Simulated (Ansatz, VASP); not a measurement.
# Two plane-wave programs on Cd2HgTe3

```
Cd Hg Te
1.0
     4.68998    0.00000    0.00000
    -2.34499    4.06164    0.00000
     0.00000    0.00000   11.47350
Cd Hg Te
2 1 3
Cartesian
  0.0000 2.7078 7.6426
  2.3450 1.3539 3.8241
  0.0000 0.0000 11.4736
  0.0000 2.7078 10.5095
  2.3450 1.3539 6.6957
  0.0000 0.0000 2.8801
```

Alike in both runs: functional PBE; k mesh 12 × 12 × 4; occupations gaussian, width 0.1 eV; no spin polarisation.

Ansatz relaxed the structure, and its values are those at the end. VASP's run is a single point on that final structure, the one shown.

|  | VASP | Ansatz |
| --- | --- | --- |
| version | VASP 6.6.1 | Ansatz 0.2.0 |
| potentials or method | VASP PAW PBE potentials, release 64 (Cd, Hg, Te), cutoff 520 eV | scalar-relativistic, plane waves, PAW |
| valence electrons in the cell | 54 | 108 |

```csv
,VASP,Ansatz,Ansatz less VASP
gap on the k mesh at the Fermi level (eV),none,none,-
pressure (GPa),0.1,0.0,-0.08
```

A gap of «none» marks a metal or a gap that the smearing closes. VASP's potentials hold 54 valence electrons a cell and Ansatz's 108, so a difference there can come from the potentials and not from the codes.

Spin-orbit coupling is off throughout.
